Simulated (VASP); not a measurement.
**Cr: single point with PBE**

Cr:

```
CELL_PARAMETERS angstrom
0.00000 1.81105 1.81105
1.81105 0.00000 1.81105
1.81105 1.81105 0.00000
ATOMIC_POSITIONS crystal
Cr 0.00000 0.00000 0.00000
```

```json
{
 "Program": "VASP 6.6.1",
 "Task": "single point",
 "Functional": "PBE",
 "Potentials or basis": "VASP PAW PBE potentials, release 64 (Cr_pv)",
 "Cutoff": "520 eV",
 "k mesh": "26 × 26 × 26",
 "Occupations": "gaussian, width 0.1 eV",
 "Spin": "no spin polarisation",
 "Dipole correction": "no",
 "Further INCAR settings": "ALGO = Normal; EDIFF = 1e-07; NBANDS = 12"
}
```

| Property | Result |
| --- | --- |
| Pressure | -0.5 GPa |
| Band gap on the k mesh | zero (band 6 reaches 12.83 eV, above the bottom of band 7 at 9.90 eV) |

Levels at points of the mesh, in eV from the Fermi level:
```csv
k point,band 3,band 4,band 5,band 6,band 7,band 8,band 9,band 10
"(0.00, 0.00, 0.00)",-42.36,-7.50,-0.42,-0.42,-0.42,1.34,1.34,7.53
"(0.50, 0.00, 0.00)",-42.47,-3.89,-0.54,-0.54,0.83,2.53,2.53,7.52
"(0.50, 0.50, 0.00)",-42.66,-4.10,-3.26,2.50,2.85,2.85,3.71,7.52
```

Wall time 60 s on 1 thread of Intel(R) Xeon(R) Platinum 8488C (Sapphire Rapids) (shared host), peak memory 0.18 GiB.

Caveat: the run has no spin polarisation, though such a crystal can be magnetic. Spin polarisation is off, so any magnetic state and its effect on volume and gap are missing.
